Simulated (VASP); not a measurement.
# Mo (P6/mmm) in VASP: a series of runs

The runs below take Mo through single point, with r2SCAN.

Program: VASP 6.6.1. These are calculated values, not measurements. Logs are shortened: lines on timing, memory, paths and dates and some standing lists are left out, and cuts for length are marked.

### 1 The cell of the first run

It takes space group P6/mmm (No. 191, hexagonal). Conventional cell: a = 2.888 Å, b = 2.888 Å, c = 2.293 Å, α = 90.00°, β = 90.00°, γ = 120.00°. Mo (site symmetry 6/mmm) has 8 Mo at 2.29 to 2.89 Å within 3.0 Å.

This isn't the form of Mo at room conditions, which is bcc.

### 2 Single point, r2SCAN

POSCAR

```
Mo
1.0
    2.8877885796      0.0000000000      0.0000000000
   -1.4438942898      2.5008982707      0.0000000000
    0.0000000000      0.0000000000      2.2928073694
Mo
1
Direct
    0.0000000000      0.0000000000      0.5000000000
```

INCAR.step1

```
SYSTEM = Mo
PREC = Accurate
ENCUT = 520
ISMEAR = 0
SIGMA = 0.15
LREAL = .False.
LASPH = .True.
NELM = 80
NBANDS = 13
GGA = PE
ALGO = Normal
EDIFF = 1E-4
LWAVE = .True.
LCHARG = .False.
```

INCAR.step2

```
SYSTEM = Mo
PREC = Accurate
ENCUT = 520
EDIFF = 1E-6
ISMEAR = 0
SIGMA = 0.15
LREAL = .False.
LASPH = .True.
NELM = 80
ALGO = Normal
ISIF = 2
LWAVE = .False.
LCHARG = .False.
METAGGA = R2SCAN
LMIXTAU = .True.
NBANDS = 13
ISTART = 1
```

KPOINTS

```
Automatic mesh
0
Gamma
  24 24 20
  0 0 0
```

Potentials or basis: VASP PAW PBE potentials, release 64 (Mo_sv).

On the command line:

```console
$ cat potpaw_PBE.64/Mo_sv/POTCAR > POTCAR
$ cp INCAR.step1 INCAR
$ mpirun -np 1 vasp_std > vasp.out
$ cp INCAR.step2 INCAR
$ mpirun -np 1 vasp_std > vasp.out
```

OUTCAR:

```text
SYSTEM = Mo
   PREC = Accurate
   ENCUT = 520
   EDIFF = 1E-6
   ISMEAR = 0
   LREAL = .False.
   LASPH = .True.
   NELM = 80
   ISIF = 2
   METAGGA = R2SCAN
   ISTART = 1

 ion  position               nearest neighbor table
   1  0.000  0.000  0.500-

  LATTYP: Found a hexagonal cell.
 ALAT       =     2.8877885796
 C/A-ratio  =     0.7939664924

  Lattice vectors:

 A1 = (   2.8877885796,   0.0000000000,   0.0000000000)
 A2 = (  -1.4438942898,   2.5008982707,   0.0000000000)
 A3 = (   0.0000000000,   0.0000000000,   2.2928073694)

Analysis of symmetry for initial positions (statically):
=====================================================================
 Subroutine PRICEL returns:
 Original cell was already a primitive cell.

 Routine SETGRP: Setting up the symmetry group for a
 hexagonal supercell.

 Subroutine GETGRP returns: Found 24 space group operations
 (whereof 24 operations were pure point group operations)
 out of a pool of 24 trial point group operations.

The static configuration has the point symmetry D_6h.

Analysis of symmetry for dynamics (positions and initial velocities):
=====================================================================
 Subroutine PRICEL returns:
 Original cell was already a primitive cell.

 Routine SETGRP: Setting up the symmetry group for a
 hexagonal supercell.

 Subroutine GETGRP returns: Found 24 space group operations
 (whereof 24 operations were pure point group operations)
 out of a pool of 24 trial point group operations.

The dynamic configuration has the point symmetry D_6h.

 Subroutine INISYM returns: Found 24 space group operations
 (whereof 24 operations are pure point group operations),
 and found     1 'primitive' translations

----------------------------------------------------------------------------------------

                                     Primitive cell

  volume of cell :      16.5588

  direct lattice vectors                    reciprocal lattice vectors
     2.887788580  0.000000000  0.000000000     0.346285738  0.199928164  0.000000000
    -1.443894290  2.500898271  0.000000000     0.000000000  0.399856328  0.000000000
     0.000000000  0.000000000  2.292807369     0.000000000  0.000000000  0.436146540

  length of vectors
     2.887788580  2.887788580  2.292807369     0.399856328  0.399856328  0.436146540

  position of ions in fractional coordinates (direct lattice)
     0.000000000  0.000000000  0.500000000

  ion indices of the primitive-cell ions
   primitive index   ion index
                 1           1

----------------------------------------------------------------------------------------

 KPOINTS: Automatic mesh

Automatic generation of k-mesh.
 Grid dimensions read from file:
 generate k-points for:   24   24   20

 Generating k-lattice:

  Cartesian coordinates                     Fractional coordinates (reciprocal lattice)
     0.014428572  0.008330340  0.000000000     0.041666667  0.000000000  0.000000000
     0.000000000  0.016660680  0.000000000     0.000000000  0.041666667  0.000000000
     0.000000000  0.000000000  0.021807327     0.000000000  0.000000000  0.050000000

  Length of vectors
     0.016660680  0.016660680  0.021807327

  Shift w.r.t. Gamma in fractional coordinates (k-lattice)
     0.000000000  0.000000000  0.000000000

 Subroutine IBZKPT returns following result:
 ===========================================

 Found    671 irreducible k-points:

 Following reciprocal coordinates:
            Coordinates               Weight
  0.000000  0.000000  0.000000      1.000000
  0.041667 -0.000000  0.000000      6.000000
  0.083333  0.000000  0.000000      6.000000
  0.125000  0.000000  0.000000      6.000000
  0.166667 -0.000000  0.000000      6.000000
  0.208333  0.000000  0.000000      6.000000
[... 16 lines left out ...]
  0.416667  0.041667  0.000000     12.000000
  0.458333  0.041667  0.000000     12.000000
 [... further k-points ...]
   k-points           NKPTS =    671   k-points in BZ     NKDIM =    671   number of bands    NBANDS=     13
   number of dos      NEDOS =    301   number of ions     NIONS =      1
   total plane-waves  NPLWV =  10368
   dimension x,y,z NGX =    24 NGY =   24 NGZ =   18
   dimension x,y,z NGXF=    48 NGYF=   48 NGZF=   36
   ions per type =               1
   NGX,Y,Z   is equivalent  to a cutoff of  13.82, 13.82, 13.05 a.u.
   NGXF,Y,Z  is equivalent  to a cutoff of  27.63, 27.63, 26.10 a.u.
 SYSTEM =  Mo
   PREC   = accura    normal or accurate (medium, high low for compatibility)
   ISTART =      1    job   : 0-new  1-cont  2-samecut
   ICHARG =      0    charge: 1-file 2-atom 10-const
   ISPIN  =      1    spin polarized calculation?
   LNONCOLLINEAR =      F non collinear calculations
   LSORBIT =      F    spin-orbit coupling
   LASPH  =      T    aspherical Exc in radial PAW
   ENCUT  =  520.0 eV  38.22 Ry    6.18 a.u.   5.37  5.37  4.26*2*pi/ulx,y,z
   NELM   =     80;   NELMIN=  2; NELMDL=  0     # of ELM steps
   EDIFF  = 0.1E-05   stopping-criterion for ELM
   LREAL  =      F    real-space projection
   EDIFFG = 0.1E-04   stopping-criterion for IOM
   NSW    =      0    number of steps for IOM
   IBRION =     -1    ionic relax: 0-MD 1-quasi-New 2-CG
   NFREE  =      0    steps in history (QN), initial steepest desc. (CG)
   ISIF   =      2    stress and relaxation
   ISYM   =      2    0-nonsym 1-usesym 2-fastsym
   POTIM  = 0.5000    time-step for ionic-motion
   TEBEG  =    0.0;   TEEND  =   0.0 temperature during run
   PSTRESS=    0.0 pullay stress
   NELECT =      14.0000    total number of electrons
   NUPDOWN=      -1.0000    fix difference up-down
   EMIN   =  10.00;   EMAX   =-10.00  energy-range for DOS
   EFERMI =   0.00;   METHOD = LEGACY
   ISMEAR =     0;   SIGMA  =   0.15  broadening in eV -4-tet -1-fermi 0-gaus
   EFERMI_NEDOS =   21; number of points for ismear=-14 and -15
   IALGO  =     38    algorithm
   IMIX   =      4    mixing-type and parameters
     AMIX     =   0.40;   BMIX     =  1.00
     AMIX_MAG =   1.60;   BMIX_MAG =  1.00
  volume/ion in A,a.u.               =      16.56       111.74
  Fermi-wavevector in a.u.,A,eV,Ry     =   1.548013  2.925320 32.604229  2.396343
  Thomas-Fermi vector in A             =   2.653024
   LORBIT       =      0    0 simple, 1 ext, 2 COOP (PROOUT), +10 PAW based schemes
   METAGGA = R2SCAN    functional components
   LHFCALC =     F    Hartree Fock is set to
   AEXX    =    0.0000 exact exchange contribution
   IVDW    =     0    specifies the selected vdW correction
   LEPSILON=     F    determine dielectric tensor
   LRPA    =     F    only Hartree local field effects (RPA)
 non-spin polarized calculation
 Gauss-broadening in eV      SIGMA  =   0.15
  energy-cutoff  :      520.00
  volume of cell :       16.56
 maximum number of plane-waves:       464
 NGX is ok and might be reduce to    24
   NGX = 11   NGY = 11   NGZ =  9

 number of electron      13.9999997 magnetization

 Free energy of the ion-electron system (eV)
  ---------------------------------------------------
  ext. energy  EPLUGINS =         0.00000000
  ---------------------------------------------------
  free energy    TOTEN  =       -24.94448770 eV

  energy without entropy =      -24.93467652  energy(sigma->0) =      -24.93958211

 E-fermi :  11.3369     XC(G=0): -14.0991

 val. band max:       11.3312712293   @ k =   0.2917   0.2917   0.4500
 cond. band min:      11.3369346923   @ k =   0.4583   0.0417   0.0500
 fundamental gap:      0.0056634630
 Fermi energy:        11.3369273435

 k-point     1 :       0.0000    0.0000    0.0000
  band No.  band energies     occupation
      1     -51.6695      2.00000
      2     -24.3754      2.00000
      3     -24.3754      2.00000
      4     -22.8990      2.00000
      5       4.3915      2.00000
      6       6.3892      2.00000
      7      10.2114      2.00000
      8      10.2114      2.00000
      9      16.8162      0.00000
     10      16.8162      0.00000
     11      23.7166      0.00000
     12      31.4026      0.00000
     13      31.4026      0.00000

 k-point     2 :       0.0417   -0.0000    0.0000
  band No.  band energies     occupation
      1     -51.6672      2.00000
      2     -24.3925      2.00000
      3     -24.3793      2.00000
      4     -22.8977      2.00000
      5       4.4591      2.00000
      6       6.4021      2.00000
      7      10.1472      2.00000
      8      10.2664      2.00000
      9      16.7789      0.00000
     10      16.8092      0.00000
     11      23.8609      0.00000
     12      31.1581      0.00000
     13      31.2699      0.00000

 k-point     3 :       0.0833    0.0000    0.0000
  band No.  band energies     occupation
      1     -51.6605      2.00000
      2     -24.4423      2.00000
      3     -24.3905      2.00000
      4     -22.8939      2.00000
      5       4.6576      2.00000
      6       6.4402      2.00000
      7       9.9687      2.00000
      8      10.4300      2.00000
      9      16.6714      0.00000
     10      16.7887      0.00000
     11      24.2722      0.00000
     12      30.5185      0.00000
     13      30.8940      0.00000

 k-point     4 :       0.1250    0.0000    0.0000
  band No.  band energies     occupation
      1     -51.6498      2.00000
      2     -24.5208      2.00000
      3     -24.4082      2.00000
      4     -22.8879      2.00000
      5       4.9730      2.00000
      6       6.5020      2.00000
      7       9.7148      2.00000
      8      10.6986      2.00000
      9      16.5053      0.00000
     10      16.7563      0.00000
     11      24.8808      0.00000
     12      29.6754      0.00000
     13      30.3257      0.00000

 k-point     5 :       0.1667   -0.0000    0.0000
  band No.  band energies     occupation
      1     -51.6358      2.00000
      2     -24.6222      2.00000
      3     -24.4313      2.00000
      4     -22.8800      2.00000
      5       5.3775      2.00000
      6       6.5848      2.00000
      7       9.4416      2.00000
      8      11.0656      1.98947
      9      16.2972      0.00000
     10      16.7144      0.00000
     11      25.5223      0.00000
     12      28.8598      0.00000
     13      29.6171      0.00000
[... 257 lines left out ...]
 k-point    22 :       0.3750    0.0417    0.0000
  band No.  band energies     occupation
      1     -51.5471      2.00000
      2     -25.2276      2.00000
      3     -24.5830      2.00000
      4     -22.8303      2.00000
      5       6.5945      2.00000
      6       7.0093      2.00000
      7      10.6719      2.00000
      8      14.2258      0.00000
      9      15.1690      0.00000
     10      16.4398      0.00000
     11      21.5983      0.00000
     12      24.8113      0.00000
     13      31.4130      0.00000

 k-point    23 :       0.4167    0.0417    0.0000
  band No.  band energies     occupation
      1     -51.5382      2.00000
      2     -25.2859      2.00000
      3     -24.5976      2.00000
      4     -22.8253      2.00000
      5       6.5175      2.00000
      6       7.0645      2.00000
      7      11.2339      1.66844
      8      14.6880      0.00000
      9      15.0687      0.00000
     10      16.4138      0.00000
     11      20.8181      0.00000
     12      24.2348      0.00000
     13      31.3970      0.00000

 k-point    24 :       0.4583    0.0417    0.0000
  band No.  band energies     occupation
      1     -51.5335      2.00000
      2     -25.3159      2.00000
      3     -24.6052      2.00000
      4     -22.8228      2.00000
      5       6.4719      2.00000
      6       7.0942      2.00000
      7      11.5708      0.02744
      8      14.9518      0.00000
      9      15.0175      0.00000
     10      16.4003      0.00000
     11      20.3733      0.00000
     12      23.9143      0.00000
     13      31.3323      0.00000

 [... further k-points ...]
[... 5 lines left out ...]
  --------------------------------------------------------------------------------------
  -------------------------------------------------------------------------------------
  Total       -0.7620498     -0.7620498      4.1574973      0.0000000      0.0000000      0.0000000
  in kB      -73.7335154    -73.7335154    402.2662228      0.0000000      0.0000000      0.0000000
  external PRESSURE =      84.9330640 kB  Pullay stress =       0.0000000 kB

 VOLUME and BASIS-vectors are now :
 -----------------------------------------------------------------------------
  energy-cutoff  :      520.00
  volume of cell :       16.56
      direct lattice vectors                 reciprocal lattice vectors
     2.887788580  0.000000000  0.000000000     0.346285738  0.199928164  0.000000000
    -1.443894290  2.500898271  0.000000000     0.000000000  0.399856328  0.000000000
     0.000000000  0.000000000  2.292807369     0.000000000  0.000000000  0.436146540

 POSITION                                       TOTAL-FORCE (eV/Angst)
 -----------------------------------------------------------------------------------
      0.00000      0.00000      1.14640        -0.000000      0.000000      0.000000
 -----------------------------------------------------------------------------------
    total drift:                                0.000000      0.000000      0.000000

  FREE ENERGIE OF THE ION-ELECTRON SYSTEM (eV)
  ---------------------------------------------------
  free  energy   TOTEN  =       -24.9444876981 eV

  energy  without entropy=      -24.9346765223  energy(sigma->0) =      -24.93958211
```

Run time: 4.7 min. Hardware: 1 thread of Intel Xeon Platinum 8259CL at 2.50GHz (Skylake/Cascade Lake), shared host; peak memory 0.25 GiB.

What came out:

```
Free energy            : -24.9445 eV
Pressure               : 8.5 GPa
Band gap on the k mesh : zero (bands 7 and 8 overlap by 1.88 eV)
```

Levels at points of the mesh, in eV from the Fermi level:
```
           k point  band 3  band 4  band 5  band 6  band 7  band 8  band 9  band 10  band 11  band 12
(0.00, 0.00, 0.00)  -35.71  -34.24   -6.95   -4.95   -1.13   -1.13    5.48     5.48    12.38    20.07
(0.50, 0.00, 0.00)  -35.93  -34.16   -4.93   -4.24    0.41    3.49    3.66     5.08     9.03    12.67
(0.00, 0.00, 0.50)  -35.23  -35.23   -2.34   -0.96   -0.96    0.63    0.63     1.48    14.65    17.71
(0.50, 0.00, 0.50)  -36.04  -35.42   -5.83   -2.04   -1.96    4.42    7.33     7.67     7.99    17.29
```

Caveat: the stress differs along the axes, from -7 to 40 GPa; the PAW data sets were made with another functional, which shifts forces and pressure a little.

[end of part 1 of 2]
